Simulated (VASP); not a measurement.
CoO:

```
Co O
1.0
     0.00000    2.14562    2.14562
     2.14562    0.00000    2.14562
     2.14562    2.14562    0.00000
Co O
1 1
Direct
  0.00000 0.00000 0.00000
  0.50000 0.50000 0.50000
```

Base run:

```yaml
Program: VASP 6.6.1
Functional: PBEsol
Dispersion: D4
Potentials_or_basis: VASP PAW PBE potentials, release 64 (Co_sv, O)
Cutoff: 600 eV
k_mesh: 11 × 11 × 11
Occupations: fermi-dirac, width 0.05 eV
Spin: collinear spin, ferromagnetic start
Starting_moments: "[2.0, 0.0] μB"
```

Its results: band gap on the k mesh zero (filled and empty bands overlap); pressure -17.9 GPa; net moment 2.98 μB per cell; site moments Co +2.55; O +0.32 μB.

Question: The run is repeated on the same cell with these changes: functional from PBEsol to revPBE; dispersion from D4 to none. What comes out?

Answer: Band gap on the k mesh zero (filled and empty bands overlap); pressure -3.2 GPa; net moment 2.97 μB per cell; site moments Co +2.56; O +0.30 μB.

Several settings changed at once, so the effect can't be laid on one alone.

Caveats: the PAW data sets were made with another functional, which shifts forces and pressure a little; a cell with one magnetic atom can't hold antiferromagnetic order, which such compounds often take; semilocal functionals often make such compounds metallic where correlation or magnetic order opens a gap, which also shifts bond lengths; pairwise dispersion overbinds metals, which lowers pressure and volume (some runs).
